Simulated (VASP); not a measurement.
Wanted: the native input for a VASP 6.6.1 run.

| Quantity | Value |
| --- | --- |
| Task | single point |
| Functional | PBE |
| Potentials or basis | VASP PAW PBE potentials, release 64 (Ga_d, P) |
| Cutoff | 520 eV |
| k mesh | 8 × 8 × 8 |
| Occupations | gaussian, width 0.02 eV |
| Spin | no spin polarisation |
| Dipole correction | no |
| Further INCAR settings | ALGO = Normal; EDIFF = 1e-06; NBANDS = 16 |

The structure of GaP lies in POSCAR:

```
GaP
1.0
    0.0000000000      2.6753583332      2.6753583332
    2.6753583332      0.0000000000      2.6753583332
    2.6753583332      2.6753583332      0.0000000000
Ga P
1 1
Direct
    0.0000000000      0.0000000000      0.0000000000
    0.2500000000      0.2500000000      0.2500000000
```

These files were run (other wordings do the same):

INCAR

```
  ALGO = Normal
  EDIFF = 1E-6
  ENCUT = 520
  GGA = PE
  ISIF = 2
  ISMEAR = 0
  LASPH = T
  LCHARG = F
  LREAL = F
  LWAVE = F
  NBANDS = 16
  NELM = 100
  PREC = Accurate
  SIGMA = 0.02
```

KPOINTS

```
k-points
0
Gamma
  8 8 8
```

Potentials or basis: VASP PAW PBE potentials, release 64 (Ga_d, P).

The run is started by

```sh
$ cat potpaw_PBE.64/Ga_d/POTCAR potpaw_PBE.64/P/POTCAR > POTCAR
$ mpirun -np 1 vasp_std > vasp.out
```

Results of the run:

```
Pressure               : 7.9 GPa
Band gap on the k mesh : 1.53 eV, indirect (least direct gap 2.29 eV)
```

Wall time 7.5 s on 1 thread of Intel(R) Xeon(R) 6975P-C (Granite Rapids) (shared host), peak memory 0.16 GiB.
